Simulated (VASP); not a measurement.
# MgBe2Te3 (P6mm) in VASP: further runs

The runs below take MgBe2Te3 through single point, relaxation of cell and atoms, with PBE.

Everything below comes from runs of VASP 6.6.1. Logs are shortened: lines on timing, memory, paths and dates and some standing lists are left out, and cuts for length are marked.

## 1. The cell of the first run

Symmetry: P6mm, No. 183, hexagonal system. Conventional cell: a = 5.911 Å, b = 5.911 Å, c = 4.152 Å, α = 90.00°, β = 90.00°, γ = 120.00°. Within 4.5 Å of Mg (site symmetry 6mm) lie 6 Be at 3.43 Å and 12 Te at 3.45 to 3.79 Å and 2 Mg at 4.15 Å. Within 3.5 Å of Be (site symmetry 3m) lie 6 Te at 2.68 to 2.70 Å and 3 Be at 3.41 Å and 3 Mg at 3.43 Å. Within 3.5 Å of Te (site symmetry 2mm) lie 4 Be at 2.68 to 2.70 Å and 4 Te at 2.96 Å and 2 Mg at 3.45 Å.

## 2. Single point, PBE

Input file INCAR:

```
SYSTEM = MgBe2Te3
ALGO     = Normal         ! electronic algorithm
EDIFF    = 1E-7           ! SCF threshold, eV
ENCUT    = 520            ! plane-wave cutoff, eV
GGA      = PE             ! functional
ISIF     = 2              ! what is computed and relaxed
ISMEAR   = 0              ! smearing method
LASPH    = .TRUE.         ! aspherical terms in the spheres
LCHARG   = .TRUE.         ! write CHGCAR
LELF     = .TRUE.         ! ELF
LREAL    = .FALSE.        ! projectors in reciprocal space
LVHAR    = .TRUE.       
LWAVE    = .FALSE.        ! write WAVECAR
NBANDS   = 21             ! bands
NELM     = 80             ! most SCF steps
PREC     = Accurate       ! precision mode
SIGMA    = 0.1            ! smearing width, eV
```

Input file KPOINTS:

```
k-points
0
G
  3 3 4
  0 0 0
```

Input file POSCAR:

```
MgBe2Te3
1.0
    5.9108584600      0.0000000000      0.0000000000
   -2.9554292300      5.1189535900      0.0000000000
    0.0000000000      0.0000000000      4.1516070100
Mg Be Te
1 2 3
Direct
    0.0000000000      0.0000000000      0.8888130200
    0.6666666700      0.3333333300      0.9631379800
    0.3333333300      0.6666666700      0.9631379800
    0.5000000000      0.5000000000      0.4595159900
    0.5000000000      0.0000000000      0.4595159900
    0.0000000000      0.5000000000      0.4595159900
```

Potentials or basis: VASP PAW PBE potentials, release 64 (Mg, Be, Te).

Run with:

```sh
cat potpaw_PBE.64/Mg/POTCAR potpaw_PBE.64/Be/POTCAR potpaw_PBE.64/Te/POTCAR > POTCAR
mpirun -np 1 vasp_std > vasp.out
```

OUTCAR:

```text
SYSTEM = MgBe2Te3
   EDIFF = 1E-7
   ENCUT = 520
   GGA = PE
   ISIF = 2
   ISMEAR = 0
   LASPH = .TRUE.
   LREAL = .FALSE.
   NELM = 80
   PREC = Accurate

 ion  position               nearest neighbor table
   1  0.000  0.000  0.889-   5 3.45   5 3.45   6 3.45   6 3.45   4 3.45   4 3.45
   2  0.667  0.333  0.963-   6 2.68   5 2.68   4 2.68   6 2.70   5 2.70   4 2.70
   3  0.333  0.667  0.963-   6 2.68   5 2.68   4 2.68   6 2.70   5 2.70   4 2.70
   4  0.500  0.500  0.460-   2 2.68   3 2.68   2 2.70   3 2.70   6 2.96   6 2.96   5 2.96   5 2.96
                             1 3.45   1 3.45
   5  0.500  0.000  0.460-   2 2.68   3 2.68   2 2.70   3 2.70   4 2.96   6 2.96   4 2.96   6 2.96
                             1 3.45   1 3.45
   6  0.000  0.500  0.460-   2 2.68   3 2.68   2 2.70   3 2.70   4 2.96   4 2.96   5 2.96   5 2.96
                             1 3.45   1 3.45

  LATTYP: Found a hexagonal cell.
 ALAT       =     5.9108584600
 C/A-ratio  =     0.7023695523

  Lattice vectors:

 A1 = (   5.9108584600,   0.0000000000,   0.0000000000)
 A2 = (  -2.9554292300,   5.1189535900,   0.0000000000)
 A3 = (   0.0000000000,   0.0000000000,   4.1516070100)

Analysis of symmetry for initial positions (statically):
=====================================================================
 Subroutine PRICEL returns:
 Original cell was already a primitive cell.

 Routine SETGRP: Setting up the symmetry group for a
 hexagonal supercell.

 Subroutine GETGRP returns: Found 12 space group operations
 (whereof 12 operations were pure point group operations)
 out of a pool of 24 trial point group operations.

The static configuration has the point symmetry C_6v.

Analysis of symmetry for dynamics (positions and initial velocities):
=====================================================================
 Subroutine PRICEL returns:
 Original cell was already a primitive cell.

 Routine SETGRP: Setting up the symmetry group for a
 hexagonal supercell.

 Subroutine GETGRP returns: Found 12 space group operations
 (whereof 12 operations were pure point group operations)
 out of a pool of 24 trial point group operations.

The dynamic configuration has the point symmetry C_6v.

 Subroutine INISYM returns: Found 12 space group operations
 (whereof 12 operations are pure point group operations),
 and found     1 'primitive' translations

----------------------------------------------------------------------------------------

                                     Primitive cell

  volume of cell :     125.6169

  direct lattice vectors                    reciprocal lattice vectors
     5.910858460  0.000000000  0.000000000     0.169180163  0.097676213  0.000000000
    -2.955429230  5.118953590  0.000000000     0.000000000  0.195352426  0.000000000
     0.000000000  0.000000000  4.151607010     0.000000000  0.000000000  0.240870583

  length of vectors
     5.910858460  5.910858465  4.151607010     0.195352426  0.195352426  0.240870583

  position of ions in fractional coordinates (direct lattice)
     0.000000000  0.000000000  0.888813020
     0.666666670  0.333333330  0.963137980
     0.333333330  0.666666670  0.963137980
     0.500000000  0.500000000  0.459515990
     0.500000000  0.000000000  0.459515990
     0.000000000  0.500000000  0.459515990

  ion indices of the primitive-cell ions
   primitive index   ion index
                 1           1
                 2           2
                 3           3
                 4           4
                 5           5
                 6           6

----------------------------------------------------------------------------------------

 KPOINTS: k-points

Automatic generation of k-mesh.
 Grid dimensions read from file:
 generate k-points for:    3    3    4

 Generating k-lattice:

  Cartesian coordinates                     Fractional coordinates (reciprocal lattice)
     0.056393388  0.032558738  0.000000000     0.333333333  0.000000000  0.000000000
     0.000000000  0.065117475  0.000000000     0.000000000  0.333333333  0.000000000
     0.000000000  0.000000000  0.060217646     0.000000000  0.000000000  0.250000000

  Length of vectors
     0.065117475  0.065117475  0.060217646

  Shift w.r.t. Gamma in fractional coordinates (k-lattice)
     0.000000000  0.000000000  0.000000000

 Subroutine IBZKPT returns following result:
 ===========================================

 Found      9 irreducible k-points:

 Following reciprocal coordinates:
            Coordinates               Weight
  0.000000  0.000000  0.000000      1.000000
  0.333333 -0.000000  0.000000      6.000000
  0.333333  0.333333  0.000000      2.000000
  0.000000  0.000000  0.250000      2.000000
  0.333333 -0.000000  0.250000     12.000000
  0.333333  0.333333  0.250000      4.000000
  0.000000  0.000000  0.500000      1.000000
  0.333333 -0.000000  0.500000      6.000000
  0.333333  0.333333  0.500000      2.000000
   k-points           NKPTS =      9   k-points in BZ     NKDIM =      9   number of bands    NBANDS=     21
   number of dos      NEDOS =    301   number of ions     NIONS =      6
   total plane-waves  NPLWV =  73728
   dimension x,y,z NGX =    48 NGY =   48 NGZ =   32
   dimension x,y,z NGXF=    96 NGYF=   96 NGZF=   64
   ions per type =               1   2   3
   NGX,Y,Z   is equivalent  to a cutoff of  13.50, 13.50, 12.81 a.u.
   NGXF,Y,Z  is equivalent  to a cutoff of  27.00, 27.00, 25.63 a.u.
 SYSTEM =  MgBe2Te3
   PREC   = accura    normal or accurate (medium, high low for compatibility)
   ISTART =      0    job   : 0-new  1-cont  2-samecut
   ICHARG =      2    charge: 1-file 2-atom 10-const
   ISPIN  =      1    spin polarized calculation?
   LNONCOLLINEAR =      F non collinear calculations
   LSORBIT =      F    spin-orbit coupling
   LASPH  =      T    aspherical Exc in radial PAW
   ENCUT  =  520.0 eV  38.22 Ry    6.18 a.u.  10.99 10.99  7.72*2*pi/ulx,y,z
   NELM   =     80;   NELMIN=  2; NELMDL= -5     # of ELM steps
   EDIFF  = 0.1E-06   stopping-criterion for ELM
   LREAL  =      F    real-space projection
   EDIFFG = 0.1E-05   stopping-criterion for IOM
   NSW    =      0    number of steps for IOM
   IBRION =     -1    ionic relax: 0-MD 1-quasi-New 2-CG
   NFREE  =      0    steps in history (QN), initial steepest desc. (CG)
   ISIF   =      2    stress and relaxation
   ISYM   =      2    0-nonsym 1-usesym 2-fastsym
   POTIM  = 0.5000    time-step for ionic-motion
   TEBEG  =    0.0;   TEEND  =   0.0 temperature during run
   PSTRESS=    0.0 pullay stress
   NELECT =      24.0000    total number of electrons
   NUPDOWN=      -1.0000    fix difference up-down
   EMIN   =  10.00;   EMAX   =-10.00  energy-range for DOS
   EFERMI =   0.00;   METHOD = LEGACY
   ISMEAR =     0;   SIGMA  =   0.10  broadening in eV -4-tet -1-fermi 0-gaus
   EFERMI_NEDOS =   21; number of points for ismear=-14 and -15
   IALGO  =     38    algorithm
   IMIX   =      4    mixing-type and parameters
     AMIX     =   0.40;   BMIX     =  1.00
     AMIX_MAG =   1.60;   BMIX_MAG =  1.00
  volume/ion in A,a.u.               =      20.94       141.28
  Fermi-wavevector in a.u.,A,eV,Ry     =   0.942893  1.781810 12.096231  0.889048
  Thomas-Fermi vector in A             =   2.070547
   LORBIT       =      0    0 simple, 1 ext, 2 COOP (PROOUT), +10 PAW based schemes
   GGA     = PE    functional components
   LHFCALC =     F    Hartree Fock is set to
   AEXX    =    0.0000 exact exchange contribution
   IVDW    =     0    specifies the selected vdW correction
   LEPSILON=     F    determine dielectric tensor
   LRPA    =     F    only Hartree local field effects (RPA)
 non-spin polarized calculation
 Gauss-broadening in eV      SIGMA  =   0.10
  energy-cutoff  :      520.00
  volume of cell :      125.62
 maximum number of plane-waves:      3402
 NGX is ok and might be reduce to    48
   NGX = 21   NGY = 21   NGZ = 15

 number of electron      23.9999999 magnetization

 Free energy of the ion-electron system (eV)
  ---------------------------------------------------
  ext. energy  EPLUGINS =         0.00000000
  ---------------------------------------------------
  free energy    TOTEN  =       -13.38905808 eV

  energy without entropy =      -13.37230042  energy(sigma->0) =      -13.38067925

 E-fermi :   7.2656     XC(G=0):  -9.7214

 val. band max:        7.2452704956   @ k =   0.3333  -0.0000   0.5000
 cond. band min:       7.3510888008   @ k =   0.3333  -0.0000   0.5000
 fundamental gap:      0.1058183052
 Fermi energy:         7.2656030995

 k-point     1 :       0.0000    0.0000    0.0000
  band No.  band energies     occupation
      1      -7.4049      2.00000
      2      -3.3530      2.00000
      3      -3.3530      2.00000
      4      -1.1745      2.00000
      5       1.7200      2.00000
      6       1.7200      2.00000
[... 13 lines left out ...]
     20      10.8102      0.00000
     21      12.5650      0.00000

 k-point     2 :       0.3333   -0.0000    0.0000
  band No.  band energies     occupation
      1      -6.9159      2.00000
      2      -5.0425      2.00000
      3      -3.5446      2.00000
      4       0.3328      2.00000
      5       2.3877      2.00000
      6       2.6773      2.00000
[... 13 lines left out ...]
     20      11.7714      0.00000
     21      12.2542      0.00000

 k-point     3 :       0.3333    0.3333    0.0000
  band No.  band energies     occupation
      1      -6.1160      2.00000
      2      -6.1160      2.00000
      3      -3.8144      2.00000
      4       2.2293      2.00000
      5       2.2293      2.00000
      6       2.6730      2.00000
[... 13 lines left out ...]
     20      11.6044      0.00000
     21      11.6561      0.00000
[... 97 lines left out ...]
 k-point     8 :       0.3333   -0.0000    0.5000
  band No.  band energies     occupation
      1      -6.4917      2.00000
      2      -4.5869      2.00000
      3      -2.9946      2.00000
      4      -0.2746      2.00000
      5       0.9006      2.00000
      6       1.4725      2.00000
[... 13 lines left out ...]
     20      12.9533      0.00000
     21      13.8588      0.00000

 k-point     9 :       0.3333    0.3333    0.5000
  band No.  band energies     occupation
      1      -5.6880      2.00000
      2      -5.6880      2.00000
      3      -3.2377      2.00000
      4       0.5218      2.00000
      5       0.5218      2.00000
      6       2.2873      2.00000
[... 13 lines left out ...]
     20      12.5679      0.00000
     21      12.5679      0.00000

------------------------ aborting loop because EDIFF is reached ----------------------------------------

  FORCE on cell =-STRESS in cart. coord.  units (eV):
  Direction    XX          YY          ZZ          XY          YZ          ZX
  --------------------------------------------------------------------------------------
  -------------------------------------------------------------------------------------
  Total       17.8647300     17.8647301     -4.0715020      0.0000000      0.0000000      0.0000000
  in kB      227.8552562    227.8552567    -51.9298709      0.0000000      0.0000000      0.0000000
  external PRESSURE =     134.5935473 kB  Pullay stress =       0.0000000 kB

 VOLUME and BASIS-vectors are now :
 -----------------------------------------------------------------------------
  energy-cutoff  :      520.00
  volume of cell :      125.62
      direct lattice vectors                 reciprocal lattice vectors
     5.910858460  0.000000000  0.000000000     0.169180163  0.097676213  0.000000000
    -2.955429230  5.118953590  0.000000000     0.000000000  0.195352426  0.000000000
     0.000000000  0.000000000  4.151607010     0.000000000  0.000000000  0.240870583

 POSITION                                       TOTAL-FORCE (eV/Angst)
 -----------------------------------------------------------------------------------
      0.00000      0.00000      3.69000         0.000000      0.000000     -0.038531
      2.95543      1.70632      3.99857        -0.000000      0.000000      0.036493
     -0.00000      3.41264      3.99857         0.000000      0.000000      0.036493
      1.47771      2.55948      1.90773        -0.000000      0.000000     -0.011485
      2.95543      0.00000      1.90773         0.000000      0.000000     -0.011485
     -1.47771      2.55948      1.90773         0.000000     -0.000000     -0.011485
 -----------------------------------------------------------------------------------
    total drift:                               -0.000000     -0.000000     -0.000433

  FREE ENERGIE OF THE ION-ELECTRON SYSTEM (eV)
  ---------------------------------------------------
  free  energy   TOTEN  =       -13.3890580776 eV

  energy  without entropy=      -13.3723004205  energy(sigma->0) =      -13.38067925
```

Wall time 25 s (1 thread of Intel Xeon Platinum 8488C (Sapphire Rapids), shared host); peak memory 0.26 GiB.

Results:

| Property | Result |
| --- | --- |
| Free energy | -13.3891 eV |
| Pressure | 13.5 GPa |
| Largest force | 0.039 eV/Å |
| Band gap on the k mesh | zero (band 12 reaches 8.37 eV, above the bottom of band 13 at 7.00 eV) |

Forces in eV/Å, atoms in the order of the input:
```
Mg   0.000  0.000 -0.039
Be   0.000  0.000  0.036
Be   0.000  0.000  0.036
Te   0.000  0.000 -0.011
Te   0.000  0.000 -0.011
Te   0.000  0.000 -0.011
```

Levels at points of the mesh, in eV from the Fermi level:
| k point | band 9 | band 10 | band 11 | band 12 | band 13 | band 14 | band 15 | band 16 |
| --- | --- | --- | --- | --- | --- | --- | --- | --- |
| (0.00, 0.00, 0.00) | -1.03 | -0.78 | -0.78 | 0.43 | 1.98 | 1.98 | 2.41 | 2.41 |
| (0.00, 0.00, 0.50) | -4.30 | -2.16 | -0.26 | -0.26 | -0.06 | 0.60 | 2.80 | 3.54 |

Caveat: the k points lie up to 0.41 Å⁻¹ apart; spin-orbit coupling is left out, which moves the levels of the heavy elements.

## 3. Single point, PBE

This run uses another cell than the first one, of 27.66 Å³/atom, 1.321 times its volume.

Input file INCAR:

```
PREC = Accurate
ENCUT = 520
EDIFF = 1E-7
ISMEAR = 0
SIGMA = 0.1
LREAL = F
LASPH = T
NELM = 100
ALGO = Normal
ISIF = 2
LWAVE = F
LCHARG = F
GGA = PE
NBANDS = 21
```

Input file KPOINTS:

```
regular mesh
0
Gamma
  3 3 4
```

Input file POSCAR:

```
MgBe2Te3
1.0
    7.7209305247      0.0000000000      0.0000000000
   -3.8604652623      6.6865219752      0.0000000000
    0.0000000000      0.0000000000      3.2143815193
Mg Be Te
1 2 3
Direct
    0.0000000000      0.0000000000      0.6056315107
    0.6666666667      0.3333333333      0.8763860259
    0.3333333333      0.6666666667      0.8763860259
    0.5000000000      0.5000000000      0.6117444625
    0.5000000000      0.0000000000      0.6117444625
    0.0000000000      0.5000000000      0.6117444625
```

Potentials or basis: VASP PAW PBE potentials, release 64 (Mg, Be, Te).

Run with:

```sh
cat potpaw_PBE.64/Mg/POTCAR potpaw_PBE.64/Be/POTCAR potpaw_PBE.64/Te/POTCAR > POTCAR
mpirun -np 1 vasp_std > vasp.out
```

It took 41 s on 1 thread of Intel Xeon Platinum 8488C (Sapphire Rapids), shared host; peak memory 0.28 GiB.

The run converged. Its results:

```yaml
Free_energy: -17.2908 eV
Pressure: 0.1 GPa
Largest_force: 0.015 eV/Å
Band_gap_on_the_k_mesh: zero (band 12 reaches 5.98 eV, above the bottom of band 13 at 3.54 eV)
```

Forces on the atoms (eV/Å):
```
Mg   0.000  0.000  0.003
Be   0.000  0.000  0.015
Be   0.000  0.000  0.015
Te   0.000  0.000 -0.011
Te   0.000  0.000 -0.011
Te   0.000  0.000 -0.011
```

Levels at points of the mesh, in eV from the Fermi level:
| k point | band 10 | band 11 | band 12 | band 13 | band 14 | band 15 |
| --- | --- | --- | --- | --- | --- | --- |
| (0.00, 0.00, 0.00) | -0.98 | 0.23 | 1.79 | 1.87 | 1.87 | 3.23 |
| (0.00, 0.00, 0.50) | -1.35 | -0.47 | -0.47 | 0.50 | 1.00 | 1.13 |

Caveat: the k points lie up to 0.49 Å⁻¹ apart; spin-orbit coupling is left out, which moves the levels of the heavy elements.

## 4. Single point, PBE

This run uses another cell than the first one, of 28.15 Å³/atom, 1.345 times its volume.

Input file INCAR:

```
SYSTEM = MgBe2Te3
  PREC = Accurate
  ENCUT = 520
  EDIFF = 1E-6
  ISMEAR = 0
  SIGMA = 0.1
  LREAL = .False.
  LASPH = .True.
  NELM = 60
  ALGO = Normal
  ISIF = 2
  LWAVE = .False.
  LCHARG = .False.
  GGA = PE
  NBANDS = 21
```

Input file KPOINTS:

```
Automatic mesh
0
Gamma
  3 3 6
  0 0 0
```

Input file POSCAR:

```
MgBe2Te3
1.0
    7.5544480242      0.0000000000      0.0000000000
   -3.7772240121      6.5423439005      0.0000000000
    0.0000000000      0.0000000000      3.4177939372
Mg Be Te
1 2 3
Direct
    0.0000000000      0.0000000000      0.5948300985
    0.6666666667      0.3333333333      0.8895381457
    0.3333333333      0.6666666667      0.8895381457
    0.5000000000      0.5000000000      0.6065768533
    0.5000000000      0.0000000000      0.6065768533
    0.0000000000      0.5000000000      0.6065768533
```

Run with:

```sh
cat potpaw_PBE.64/Mg/POTCAR potpaw_PBE.64/Be/POTCAR potpaw_PBE.64/Te/POTCAR > POTCAR
mpirun -np 1 vasp_std > vasp.out
```

It took 53 s on 1 thread of Intel Xeon Platinum 8488C (Sapphire Rapids), shared host; peak memory 0.29 GiB.

It converged, with:

| Item | Value |
| --- | --- |
| Free energy | -16.6259 eV |
| Pressure | 0.0 GPa |
| Largest force | 0.046 eV/Å |
| Band gap on the k mesh | zero (band 12 reaches 5.23 eV, above the bottom of band 13 at 3.49 eV) |

Forces in eV/Å, atoms in the order of the input:
```
Mg   0.000  0.000 -0.003
Be   0.000  0.000  0.046
Be   0.000  0.000  0.046
Te   0.000  0.000 -0.030
Te   0.000  0.000 -0.030
Te   0.000  0.000 -0.030
```

Stress tensor (GPa, compression positive):
```
 0.08  0.00  0.00
 0.00  0.08  0.00
 0.00  0.00 -0.10
```

Levels at points of the mesh, in eV from the Fermi level:
| k point | band 10 | band 11 | band 12 | band 13 | band 14 | band 15 |
| --- | --- | --- | --- | --- | --- | --- |
| (0.00, 0.00, 0.00) | -0.37 | 0.50 | 1.39 | 1.39 | 1.48 | 3.30 |
| (0.00, 0.00, 0.50) | -0.97 | -0.23 | -0.23 | 0.62 | 0.68 | 1.10 |

Caveat: spin-orbit coupling is left out, which moves the levels of the heavy elements.

(Continued in part 2 of 2.)
